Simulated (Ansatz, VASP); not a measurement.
CO2: VASP beside Ansatz

The input INCAR:

```
SYSTEM = CO2
ALGO = Normal ; EDIFF = 1E-6
EDIFFG = -0.01 ; ENCUT = 600
IBRION = 2 ; ISIF = 3
ISMEAR = 0 ; LASPH = .TRUE.
LCHARG = .FALSE. ; LREAL = .FALSE.
LWAVE = .FALSE. ; NELM = 100
NSW = 80 ; PREC = Accurate
SIGMA = 0.02
```

KPOINTS

```
k-points
0
G
  6 6 4
  0 0 0
```

File POSCAR:

```
CO2
1.0
    3.9778644064      0.0000000000      0.0000000000
    0.0000000000      3.9778644064      0.0000000000
    0.0000000000      0.0000000000      5.5088751613
C O
4 8
Direct
    0.1843681724      0.1843681724      0.0000000000
    0.3156318276      0.6843681724      0.7500000000
    0.6843681724      0.3156318276      0.2500000000
    0.8156318276      0.8156318276      0.5000000000
    0.6609029315      0.7268815401      0.7108916650
    0.3390970685      0.2731184599      0.2108916650
    0.7268815401      0.6609029315      0.2891083350
    0.2268815401      0.8390970685      0.9608916650
    0.2731184599      0.3390970685      0.7891083350
    0.1609029315      0.7731184599      0.5391083350
    0.8390970685      0.2268815401      0.0391083350
    0.7731184599      0.1609029315      0.4608916650
```

Input for Ansatz:

```yaml
crystal:
  lattice:
    - [3.9778644064, 0.0, 0.0]
    - [0.0, 3.9778644064, 0.0]
    - [0.0, 0.0, 5.5088751613]
  atoms:
    - { symbol: C, position: [0.1843681724, 0.1843681724, 0.0] }
    - { symbol: C, position: [0.3156318276, 0.6843681724, 0.75] }
    - { symbol: C, position: [0.6843681724, 0.3156318276, 0.25] }
    - { symbol: C, position: [0.8156318276, 0.8156318276, 0.5] }
    - { symbol: O, position: [0.6609029315, 0.7268815401, 0.710891665] }
    - { symbol: O, position: [0.3390970685, 0.2731184599, 0.210891665] }
    - { symbol: O, position: [0.7268815401, 0.6609029315, 0.289108335] }
    - { symbol: O, position: [0.2268815401, 0.8390970685, 0.960891665] }
    - { symbol: O, position: [0.2731184599, 0.3390970685, 0.789108335] }
    - { symbol: O, position: [0.1609029315, 0.7731184599, 0.539108335] }
    - { symbol: O, position: [0.8390970685, 0.2268815401, 0.039108335] }
    - { symbol: O, position: [0.7731184599, 0.1609029315, 0.460891665] }
basis:
  ecutwfc: 420
kpoints:
  mp_grid: { grid: [6, 6, 4] }
hamiltonian:
  xc: lda
scf:
  occupations: { method: gaussian, width: 0.02 }
output:
  forces: true
  stress: true
  eigenvalues: true
relax:
  adjacent_minimum: "off"
  f_tol: 0.01
  max_steps: 60
  cell: { stress_tol: 0.1 }
```

Alike in both runs: task relaxation of cell and atoms; functional LDA; k mesh 6 × 6 × 4; occupations gaussian, width 0.02 eV; no spin polarisation.

```csv
,VASP,Ansatz
version,VASP 6.6.1,Ansatz 0.2.0
potentials or method,"VASP PAW LDA potentials, release 64 (C, O), cutoff 600 eV","scalar-relativistic, plane waves, PAW"
valence electrons in the cell,64,64
```

|  | VASP | Ansatz | Ansatz less VASP |
| --- | --- | --- | --- |
| gap on the k mesh at the Fermi level, each at its own relaxed structure (eV) | 6.43 | 6.56 | +0.133 |
| relaxed volume (Å³/atom) | 7.29 | 7.26 | -0.022 |
| relaxed cell length with the largest relative difference (Å) | 5.516 | 5.509 | -0.0072 |

LDA's correlation is that of Perdew and Zunger in VASP and of Perdew and Wang (1992) in Ansatz.
